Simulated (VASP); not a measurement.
# Be (Pm-3n) in VASP: single point with PBE

Aim: the single point of Be with PBE.

All numbers are computed with VASP 6.6.1; they aren't measurements. Logs are shortened: lines on timing, memory, paths and dates and some standing lists are left out, and cuts for length are marked.

### 1 The cell of the first run

The structure is cubic, space group Pm-3n (No. 223). The conventional cell has a = 4.013 Å, b = 4.013 Å, c = 4.013 Å, α = 90.00°, β = 90.00°, γ = 90.00°. Within 3.0 Å of Be (site symmetry m-3) lie 12 Be at 2.24 Å. Be (site symmetry -4m2) has 14 Be at 2.01 to 2.46 Å within 2.7 Å.

### 2 Single point, PBE

INCAR

```
SYSTEM = Be
PREC     = Accurate       ! precision mode
ENCUT    = 520            ! plane-wave cutoff, eV
EDIFF    = 1E-6           ! SCF threshold, eV
ISMEAR   = -1             ! smearing method
SIGMA    = 0.1            ! smearing width, eV
LREAL    = .FALSE.        ! projectors in reciprocal space
LASPH    = .TRUE.         ! aspherical terms in the spheres
NELM     = 100            ! most SCF steps
ALGO     = Normal         ! electronic algorithm
ISIF     = 2              ! what is computed and relaxed
LWAVE    = .FALSE.        ! write WAVECAR
LCHARG   = .FALSE.        ! write CHGCAR
GGA      = PE             ! functional
NBANDS   = 18             ! bands
```

KPOINTS

```
regular mesh
0
G
  8 8 8
  0 0 0
```

POSCAR

```
Be
1.0
    4.0126186476      0.0000000000      0.0000000000
    0.0000000000      4.0126186476      0.0000000000
    0.0000000000      0.0000000000      4.0126186476
Be
8
Direct
    1.0000000000      0.0000000000      1.0000000000
    0.5000000000      0.5000000000      0.5000000000
    0.2500000000      0.0000000000      0.5000000000
    0.7500000000      1.0000000000      0.5000000000
    0.5000000000      0.2500000000      1.0000000000
    0.5000000000      0.7500000000      0.0000000000
    0.0000000000      0.5000000000      0.2500000000
    0.0000000000      0.5000000000      0.7500000000
```

Potentials or basis: VASP PAW PBE potentials, release 64 (Be).

Launch:

```sh
$ cat potpaw_PBE.64/Be/POTCAR > POTCAR
$ mpirun -np 1 vasp_std > vasp.out
```

OUTCAR:

```text
SYSTEM = Be
   PREC = Accurate
   ENCUT = 520
   EDIFF = 1E-6
   ISMEAR = -1
   LREAL = .FALSE.
   LASPH = .TRUE.
   NELM = 100
   ISIF = 2
   GGA = PE

 ion  position               nearest neighbor table
   1  0.000  0.000  0.000-   3 2.24   4 2.24   5 2.24   6 2.24   7 2.24   8 2.24   3 2.24   4 2.24
                             7 2.24   8 2.24   5 2.24   6 2.24
   2  0.500  0.500  0.500-   3 2.24   4 2.24   5 2.24   6 2.24   7 2.24   8 2.24   5 2.24   6 2.24
                             3 2.24   4 2.24   7 2.24   8 2.24
   3  0.250  0.000  0.500-   4 2.01   4 2.01   1 2.24   1 2.24   2 2.24   2 2.24
   4  0.750  0.000  0.500-   3 2.01   3 2.01   1 2.24   1 2.24   2 2.24   2 2.24
   5  0.500  0.250  0.000-   6 2.01   6 2.01   1 2.24   2 2.24   2 2.24   1 2.24
   6  0.500  0.750  0.000-   5 2.01   5 2.01   1 2.24   2 2.24   2 2.24   1 2.24
   7  0.000  0.500  0.250-   8 2.01   8 2.01   1 2.24   2 2.24   1 2.24   2 2.24
   8  0.000  0.500  0.750-   7 2.01   7 2.01   1 2.24   2 2.24   1 2.24   2 2.24

  LATTYP: Found a simple cubic cell.
 ALAT       =     4.0126186476

  Lattice vectors:

 A1 = (   4.0126186476,   0.0000000000,   0.0000000000)
 A2 = (   0.0000000000,   4.0126186476,   0.0000000000)
 A3 = (   0.0000000000,   0.0000000000,   4.0126186476)

Analysis of symmetry for initial positions (statically):
=====================================================================
 Subroutine PRICEL returns:
 Original cell was already a primitive cell.

 Routine SETGRP: Setting up the symmetry group for a
 simple cubic supercell.

 Subroutine GETGRP returns: Found 48 space group operations
 (whereof 24 operations were pure point group operations)
 out of a pool of 48 trial point group operations.

The static configuration has the point symmetry T_h .
 The point group associated with its full space group is O_h .

Analysis of symmetry for dynamics (positions and initial velocities):
=====================================================================
 Subroutine PRICEL returns:
 Original cell was already a primitive cell.

 Routine SETGRP: Setting up the symmetry group for a
 simple cubic supercell.

 Subroutine GETGRP returns: Found 48 space group operations
 (whereof 24 operations were pure point group operations)
 out of a pool of 48 trial point group operations.

The dynamic configuration has the point symmetry T_h .
 The point group associated with its full space group is O_h .

 Subroutine INISYM returns: Found 48 space group operations
 (whereof 24 operations are pure point group operations),
 and found     1 'primitive' translations

----------------------------------------------------------------------------------------

                                     Primitive cell

  volume of cell :      64.6076

  direct lattice vectors                    reciprocal lattice vectors
     4.012618648  0.000000000  0.000000000     0.249213815  0.000000000  0.000000000
     0.000000000  4.012618648  0.000000000     0.000000000  0.249213815  0.000000000
     0.000000000  0.000000000  4.012618648     0.000000000  0.000000000  0.249213815

  length of vectors
     4.012618648  4.012618648  4.012618648     0.249213815  0.249213815  0.249213815

  position of ions in fractional coordinates (direct lattice)
     0.000000000  0.000000000  0.000000000
     0.500000000  0.500000000  0.500000000
     0.250000000  0.000000000  0.500000000
     0.750000000  0.000000000  0.500000000
     0.500000000  0.250000000  0.000000000
     0.500000000  0.750000000  0.000000000
     0.000000000  0.500000000  0.250000000
     0.000000000  0.500000000  0.750000000

  ion indices of the primitive-cell ions
   primitive index   ion index
                 1           1
                 2           2
                 3           3
                 4           4
                 5           5
                 6           6
                 7           7
                 8           8

----------------------------------------------------------------------------------------

 KPOINTS: regular mesh

Automatic generation of k-mesh.
 Grid dimensions read from file:
 generate k-points for:    8    8    8

 Generating k-lattice:

  Cartesian coordinates                     Fractional coordinates (reciprocal lattice)
     0.031151727  0.000000000  0.000000000     0.125000000  0.000000000  0.000000000
     0.000000000  0.031151727  0.000000000     0.000000000  0.125000000  0.000000000
     0.000000000  0.000000000  0.031151727     0.000000000  0.000000000  0.125000000

  Length of vectors
     0.031151727  0.031151727  0.031151727

  Shift w.r.t. Gamma in fractional coordinates (k-lattice)
     0.000000000  0.000000000  0.000000000

 Subroutine IBZKPT returns following result:
 ===========================================

 Found     35 irreducible k-points:

 Following reciprocal coordinates:
            Coordinates               Weight
  0.000000  0.000000  0.000000      1.000000
  0.125000  0.000000  0.000000      6.000000
  0.250000  0.000000  0.000000      6.000000
  0.375000  0.000000  0.000000      6.000000
  0.500000  0.000000  0.000000      3.000000
  0.125000  0.125000  0.000000     12.000000
[... 16 lines left out ...]
  0.375000  0.375000  0.125000     24.000000
  0.500000  0.375000  0.125000     24.000000
 [... further k-points ...]
   k-points           NKPTS =     35   k-points in BZ     NKDIM =     35   number of bands    NBANDS=     18
   number of dos      NEDOS =    301   number of ions     NIONS =      8
   total plane-waves  NPLWV =  27000
   dimension x,y,z NGX =    30 NGY =   30 NGZ =   30
   dimension x,y,z NGXF=    60 NGYF=   60 NGZF=   60
   ions per type =               8
   NGX,Y,Z   is equivalent  to a cutoff of  12.43, 12.43, 12.43 a.u.
   NGXF,Y,Z  is equivalent  to a cutoff of  24.86, 24.86, 24.86 a.u.
 SYSTEM =  Be
   PREC   = accura    normal or accurate (medium, high low for compatibility)
   ISTART =      0    job   : 0-new  1-cont  2-samecut
   ICHARG =      2    charge: 1-file 2-atom 10-const
   ISPIN  =      1    spin polarized calculation?
   LNONCOLLINEAR =      F non collinear calculations
   LSORBIT =      F    spin-orbit coupling
   LASPH  =      T    aspherical Exc in radial PAW
   ENCUT  =  520.0 eV  38.22 Ry    6.18 a.u.   7.46  7.46  7.46*2*pi/ulx,y,z
   NELM   =    100;   NELMIN=  2; NELMDL= -5     # of ELM steps
   EDIFF  = 0.1E-05   stopping-criterion for ELM
   LREAL  =      F    real-space projection
   EDIFFG = 0.1E-04   stopping-criterion for IOM
   NSW    =      0    number of steps for IOM
   IBRION =     -1    ionic relax: 0-MD 1-quasi-New 2-CG
   NFREE  =      0    steps in history (QN), initial steepest desc. (CG)
   ISIF   =      2    stress and relaxation
   ISYM   =      2    0-nonsym 1-usesym 2-fastsym
   POTIM  = 0.5000    time-step for ionic-motion
   TEBEG  =    0.0;   TEEND  =   0.0 temperature during run
   PSTRESS=    0.0 pullay stress
   NELECT =      16.0000    total number of electrons
   NUPDOWN=      -1.0000    fix difference up-down
   EMIN   =  10.00;   EMAX   =-10.00  energy-range for DOS
   EFERMI =   0.00;   METHOD = LEGACY
   ISMEAR =    -1;   SIGMA  =   0.10  broadening in eV -4-tet -1-fermi 0-gaus
   EFERMI_NEDOS =   21; number of points for ismear=-14 and -15
   IALGO  =     38    algorithm
   IMIX   =      4    mixing-type and parameters
     AMIX     =   0.40;   BMIX     =  1.00
     AMIX_MAG =   1.60;   BMIX_MAG =  1.00
  volume/ion in A,a.u.               =       8.08        54.50
  Fermi-wavevector in a.u.,A,eV,Ry     =   1.028064  1.942760 14.380218  1.056916
  Thomas-Fermi vector in A             =   2.162042
   LORBIT       =      0    0 simple, 1 ext, 2 COOP (PROOUT), +10 PAW based schemes
   GGA     = PE    functional components
   LHFCALC =     F    Hartree Fock is set to
   AEXX    =    0.0000 exact exchange contribution
   IVDW    =     0    specifies the selected vdW correction
   LEPSILON=     F    determine dielectric tensor
   LRPA    =     F    only Hartree local field effects (RPA)
 non-spin polarized calculation
  energy-cutoff  :      520.00
  volume of cell :       64.61
 maximum number of plane-waves:      1763
 NGX is ok and might be reduce to    30
   NGX = 15   NGY = 15   NGZ = 15

 number of electron      16.0000000 magnetization

 Free energy of the ion-electron system (eV)
  ---------------------------------------------------
  ext. energy  EPLUGINS =         0.00000000
  ---------------------------------------------------
  free energy    TOTEN  =       -29.30930960 eV

  energy without entropy =      -29.26956565  energy(sigma->0) =      -29.28943763

 E-fermi :   6.6219     XC(G=0): -10.5333

 val. band max:        6.6066533779   @ k =   0.5000   0.3750   0.0000
 cond. band min:       6.6541931922   @ k =   0.5000   0.0000   0.0000
 fundamental gap:      0.0475398142
 Fermi energy:         6.6219000970

 k-point     1 :       0.0000    0.0000    0.0000
  band No.  band energies     occupation
      1      -4.3785      2.00000
      2       1.7194      2.00000
      3       1.7194      2.00000
      4       1.7194      2.00000
      5       3.0269      2.00000
      6       3.0269      2.00000
[... 10 lines left out ...]
     17      13.3123      0.00000
     18      13.3123      0.00000

 k-point     2 :       0.1250    0.0000    0.0000
  band No.  band energies     occupation
      1      -4.2707      2.00000
      2       0.7525      2.00000
      3       1.8343      2.00000
      4       1.8343      2.00000
      5       3.0749      2.00000
      6       3.2875      2.00000
[... 10 lines left out ...]
     17      13.6345      0.00000
     18      13.8731      0.00000
[... 442 lines left out ...]
 k-point    24 :       0.5000    0.3750    0.1250
  band No.  band energies     occupation
      1      -1.5731      2.00000
      2      -1.5637      2.00000
      3       0.1380      2.00000
      4       0.1638      2.00000
      5       3.1745      2.00000
      6       3.4791      2.00000
[... 10 lines left out ...]
     17      15.8426      0.00000
     18      16.2258      0.00000

 [... further k-points ...]

------------------------ aborting loop because EDIFF is reached ----------------------------------------

  FORCE on cell =-STRESS in cart. coord.  units (eV):
  Direction    XX          YY          ZZ          XY          YZ          ZX
  --------------------------------------------------------------------------------------
  -------------------------------------------------------------------------------------
  Total       -0.0716400     -0.0716400     -0.0716400     -0.0000000      0.0000000      0.0000000
  in kB       -1.7765708     -1.7765708     -1.7765708     -0.0000000      0.0000000      0.0000000
  external PRESSURE =      -1.7765708 kB  Pullay stress =       0.0000000 kB

 VOLUME and BASIS-vectors are now :
 -----------------------------------------------------------------------------
  energy-cutoff  :      520.00
  volume of cell :       64.61
      direct lattice vectors                 reciprocal lattice vectors
     4.012618648  0.000000000  0.000000000     0.249213815  0.000000000  0.000000000
     0.000000000  4.012618648  0.000000000     0.000000000  0.249213815  0.000000000
     0.000000000  0.000000000  4.012618648     0.000000000  0.000000000  0.249213815

 POSITION                                       TOTAL-FORCE (eV/Angst)
 -----------------------------------------------------------------------------------
      0.00000      0.00000      0.00000        -0.000000      0.000000      0.000000
      2.00631      2.00631      2.00631        -0.000000      0.000000      0.000000
      1.00315      0.00000      2.00631         0.000000     -0.000000     -0.000000
      3.00946      0.00000      2.00631        -0.000000      0.000000      0.000000
      2.00631      1.00315      0.00000         0.000000     -0.000000      0.000000
      2.00631      3.00946      0.00000        -0.000000      0.000000     -0.000000
      0.00000      2.00631      1.00315        -0.000000     -0.000000     -0.000000
      0.00000      2.00631      3.00946         0.000000      0.000000      0.000000
 -----------------------------------------------------------------------------------
    total drift:                               -0.000000     -0.000000     -0.000000

  FREE ENERGIE OF THE ION-ELECTRON SYSTEM (eV)
  ---------------------------------------------------
  free  energy   TOTEN  =       -29.3093095984 eV

  energy  without entropy=      -29.2695656520  energy(sigma->0) =      -29.28943763
```

It took 23 s on 1 thread of Intel Xeon 6975P-C, shared host; peak memory 0.17 GiB.

Results:

```
Free energy            : -29.3093 eV
Pressure               : -0.2 GPa
Band gap on the k mesh : zero (band 8 reaches 8.65 eV, above the bottom of band 9 at 6.39 eV)
```
